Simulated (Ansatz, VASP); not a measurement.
Two plane-wave programs on CaSe

Contents of INCAR:

```
SYSTEM = CaSe
PREC = Accurate
ENCUT = 520
EDIFF = 1E-6
ISMEAR = 0
SIGMA = 0.01
LREAL = .FALSE.
LASPH = .TRUE.
NELM = 100
ALGO = Normal
ISIF = 2
LWAVE = .FALSE.
LCHARG = .TRUE.
GGA = PE
LELF = .TRUE.
LVHAR = .TRUE.
NBANDS = 15
```

KPOINTS

```
Automatic mesh
0
G
  6 6 6
  0 0 0
```

File POSCAR:

```
CaSe
1.0
    0.0000000000      3.2946875255      3.2946875255
    3.2946875255      0.0000000000      3.2946875255
    3.2946875255      3.2946875255      0.0000000000
Ca Se
1 1
Direct
    0.0000000000      0.0000000000      0.0000000000
    0.2500000000      0.2500000000      0.2500000000
```

Input for Ansatz:

```yaml
crystal:
  lattice:
    - [0.0, 3.2946875255, 3.2946875255]
    - [3.2946875255, 0.0, 3.2946875255]
    - [3.2946875255, 3.2946875255, 0.0]
  atoms:
    - { symbol: Ca, position: [0.0, 0.0, 0.0] }
    - { symbol: Se, position: [0.25, 0.25, 0.25] }
kpoints:
  mp_grid: { grid: [6, 6, 6] }
hamiltonian:
  xc: pbe
scf:
  occupations: { method: fixed }
  n_extra_bands: 4
output:
  forces: true
  stress: true
  eigenvalues: true
```

Alike in both runs: task single point; functional PBE; k mesh 6 × 6 × 6; no spin polarisation.

```csv
,VASP,Ansatz
version,VASP 6.6.1,Ansatz 0.2.0
potentials or method,"VASP PAW PBE potentials, release 64 (Ca_sv, Se)","plane waves, PAW"
plane-wave cutoff (eV),520,420
occupations,"gaussian, width 0.01 eV",fixed
valence electrons in the cell,16,26
```

```tsv
	VASP	Ansatz	Ansatz less VASP
gap on the k mesh at the Fermi level (eV)	3.16	3.16	+0.001
pressure (GPa)	0.1	0.0	-0.10
```

VASP's potentials hold 16 valence electrons a cell and Ansatz's 26, so a difference there can come from the potentials and not from the codes.
